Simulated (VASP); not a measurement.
# Cd3Cl3O in VASP: further runs, part 3 of 3

VASP 6.6.1. Earlier steps stand in the parts before.

**5. Single point, PBE**

The input, INCAR:

```
SYSTEM = Cd3Cl3O
ALGO = Normal
EDIFF = 1E-6
ENCUT = 520
GGA = PE
ISIF = 2
ISMEAR = 0
LASPH = .True.
LCHARG = .False.
LREAL = .False.
LWAVE = .False.
NBANDS = 40
NELM = 100
PREC = Accurate
SIGMA = 0.2
```

The input, KPOINTS:

```
k-points
0
Gamma
  4 4 4
  0 0 0
```

The input, POSCAR:

```
Cd3Cl3O
1.0
    5.4744961792      0.0442838035      0.0420644225
    0.0426129304      5.4865973634     -0.0436857671
    0.0409153888     -0.0440179231      5.4938458731
Cd Cl O
3 3 1
Direct
    0.5080619586      0.4912850538     -0.0700829441
    1.0678957173      0.4923664282      0.4919084410
    0.5080402309     -0.0695844969      0.4911872576
    0.4821523489      0.0144369813      0.0148501928
    0.9857289573      0.5189592157      0.0152522878
    0.9856737902      0.0152199533      0.5194389495
    0.4624469967      0.5373168647      0.5374458155
```

Potentials or basis: VASP PAW PBE potentials, release 64 (Cd, Cl, O).

The run is started by

```bash
$ cat potpaw_PBE.64/Cd/POTCAR potpaw_PBE.64/Cl/POTCAR potpaw_PBE.64/O/POTCAR > POTCAR
$ mpirun -np 1 vasp_std > vasp.out
```

OUTCAR:

```text
SYSTEM = Cd3Cl3O
   EDIFF = 1E-6
   ENCUT = 520
   GGA = PE
   ISIF = 2
   ISMEAR = 0
   LASPH = .True.
   LREAL = .False.
   NELM = 100
   PREC = Accurate

 ion  position               nearest neighbor table
   1  0.508  0.491  0.930-   7 2.19   5 2.67   4 2.67   5 2.89   4 2.90   2 3.43   3 3.44
   2  0.068  0.492  0.492-   7 2.20   5 2.67   6 2.67   6 2.90   5 2.90   3 3.43   1 3.43
   3  0.508  0.930  0.491-   7 2.19   6 2.67   4 2.67   6 2.89   4 2.91   2 3.43   1 3.44
   4  0.482  0.014  0.015-   3 2.67   1 2.67   1 2.90   3 2.91
   5  0.986  0.519  0.015-   2 2.67   1 2.67   1 2.89   2 2.90
   6  0.986  0.015  0.519-   3 2.67   2 2.67   3 2.89   2 2.90
   7  0.462  0.537  0.537-   1 2.19   3 2.19   2 2.20

  LATTYP: Found a triclinic cell.
 ALAT       =     7.6976306995
 B/A-ratio  =     0.7112366254
 C/A-ratio  =     1.0167236861
 COS(alpha) =     0.0004965638
 COS(beta)  =     0.5093746564
 COS(gamma) =     0.7004843205

  Lattice vectors:

 A1 = (  -5.4335807904,  -0.0883017266,   5.4517814506)
 A2 = (  -5.4744961792,  -0.0442838035,  -0.0420644225)
 A3 = (  -0.0016975416,  -5.5306152865,   5.5375316402)

[... 190 lines left out ...]
 Fermi energy:         2.5088575269

 k-point     1 :       0.0000    0.0000    0.0000
  band No.  band energies     occupation
      1     -15.7041      2.00000
      2     -14.1762      2.00000
      3     -13.8504      2.00000
      4     -13.8359      2.00000
      5      -6.8112      2.00000
      6      -6.8087      2.00000
[... 1021 lines left out ...]
     39       7.8064      0.00000
     40       8.2317      0.00000

 [... further k-points ...]

------------------------ aborting loop because EDIFF is reached ----------------------------------------

  FORCE on cell =-STRESS in cart. coord.  units (eV):
  Direction    XX          YY          ZZ          XY          YZ          ZX
  --------------------------------------------------------------------------------------
  -------------------------------------------------------------------------------------
  Total        0.5267357      0.5387847      0.5453009      0.0687316     -0.0622789      0.0747866
  in kB        5.1151675      5.2321762      5.2954558      0.6674573     -0.6047950      0.7262577
  external PRESSURE =       5.2142665 kB  Pullay stress =       0.0000000 kB

 VOLUME and BASIS-vectors are now :
 -----------------------------------------------------------------------------
  energy-cutoff  :      520.00
  volume of cell :      164.98
      direct lattice vectors                 reciprocal lattice vectors
     5.474496179  0.044283804  0.042064422     0.182687319 -0.001429808 -0.001372019
     0.042612930  5.486597363 -0.043685767    -0.001485835  0.182285584  0.001471579
     0.040915389 -0.044017923  5.493845873    -0.001410587  0.001460440  0.182044059

 POSITION                                       TOTAL-FORCE (eV/Angst)
 -----------------------------------------------------------------------------------
      2.84037      2.67705      5.10873         0.019517     -0.021339      0.104430
      0.41280      2.68277      2.68382        -0.102103     -0.019184     -0.018977
      2.84101      5.10569      2.67923         0.018346      0.103786     -0.019742
      2.64076      0.09991      0.10124        -0.003576      0.002646      0.001932
      5.41911      2.89030      0.10259        -0.001076      0.002503      0.002102
      5.41797      0.10429      2.89451        -0.002136      0.001899      0.002315
      2.57655      2.94486      2.94862         0.071028     -0.070311     -0.072059
 -----------------------------------------------------------------------------------
    total drift:                                0.000743     -0.000961     -0.001186

  FREE ENERGIE OF THE ION-ELECTRON SYSTEM (eV)
  ---------------------------------------------------
  free  energy   TOTEN  =       -18.0751520802 eV

  energy  without entropy=      -18.0456068719  energy(sigma->0) =      -18.06037948
```

OSZICAR:

```text
N       E                     dE             d eps       ncg     rms          rms(c)
DAV:   1     0.502327431786E+03    0.50233E+03   -0.31092E+04  2880   0.145E+03
DAV:   2     0.170541048627E+02   -0.48527E+03   -0.46430E+03  3304   0.365E+02
DAV:   3    -0.212975296270E+02   -0.38352E+02   -0.37964E+02  3416   0.101E+02
DAV:   4    -0.218586001900E+02   -0.56107E+00   -0.56051E+00  3272   0.126E+01
DAV:   5    -0.218679867033E+02   -0.93865E-02   -0.93855E-02  3552   0.158E+00    0.155E+01
DAV:   6    -0.183793893143E+02    0.34886E+01   -0.11713E+01  3896   0.325E+01    0.110E+01
DAV:   7    -0.181700667908E+02    0.20932E+00   -0.28534E+00  3264   0.916E+00    0.673E+00
DAV:   8    -0.180747637522E+02    0.95303E-01   -0.40379E-01  3280   0.347E+00    0.148E+00
DAV:   9    -0.180746295898E+02    0.13416E-03   -0.32702E-02  3408   0.121E+00    0.329E-01
DAV:  10    -0.180746883354E+02   -0.58746E-04   -0.39157E-03  3360   0.313E-01    0.132E-01
DAV:  11    -0.180750530147E+02   -0.36468E-03   -0.71473E-04  3296   0.172E-01    0.511E-02
DAV:  12    -0.180751480780E+02   -0.95063E-04   -0.18500E-04  3288   0.999E-02    0.246E-02
DAV:  13    -0.180751502709E+02   -0.21929E-05   -0.24812E-05  3424   0.298E-02    0.805E-03
DAV:  14    -0.180751517839E+02   -0.15130E-05   -0.68844E-06  2968   0.135E-02    0.195E-03
DAV:  15    -0.180751520802E+02   -0.29632E-06   -0.62509E-07  2216   0.411E-03
   1 F= -.18075152E+02 E0= -.18060379E+02  d E =-.295452E-01
```

Run time: 1.7 min. Hardware: 1 thread of Intel Xeon 6975P-C (Granite Rapids), shared host; peak memory 0.37 GiB.

Results:

```
Free energy            : -18.0752 eV
Pressure               : 0.5 GPa
Largest force          : 0.123 eV/Å
Band gap on the k mesh : zero (an odd number of electrons rules out a gap without spin polarisation)
```

Forces on the atoms (eV/Å):
```
Cd   0.020 -0.021  0.104
Cd  -0.102 -0.019 -0.019
Cd   0.018  0.104 -0.020
Cl  -0.004  0.003  0.002
Cl  -0.001  0.003  0.002
Cl  -0.002  0.002  0.002
O    0.071 -0.070 -0.072
```

Stress tensor (GPa, compression positive):
```
 0.51  0.07  0.07
 0.07  0.52 -0.06
 0.07 -0.06  0.53
```

Caveat: an odd number of electrons without spin polarisation forces a metal; a magnetic or distorted state may lie lower.

**6. The runs side by side**

```csv
spin,cell,k mesh,smearing,gap on the mesh (eV),pressure (GPa),largest force (eV/Å)
off,"a = 5.487 Å, angles 90.9°, 7 atoms, atomic positions A",3 × 3 × 3,gaussian 0.1 eV,none,0.6,0.16
off,"a = 5.494 Å, angles 90.8°, 7 atoms, atomic positions B",6 × 6 × 6,gaussian 0.1 eV,none,0.3,0.13
"collinear, ferromagnetic start","a = 5.487 Å, angles 90.9°, 7 atoms, atomic positions A",3 × 3 × 3,gaussian 0.1 eV,none,0.6,0.16
off,"a = 5.475, b = 5.487, c = 5.494 Å, angles 90.9, 89.1, 89.1°, 7 atoms, atomic positions C",4 × 4 × 4,gaussian 0.2 eV,none,0.5,0.12
```

Alike in all rows: task single point; level PBE; potentials or basis VASP PAW PBE potentials, release 64 (Cd, Cl, O); cutoff (eV) 520.

Caveats: some runs use coarse meshes; an odd number of electrons without spin polarisation forces a metal (at least some runs); a magnetic or distorted state may lie lower (at least some runs).

Total energies depend on the potentials used, so only differences within one code and one set of settings carry meaning.
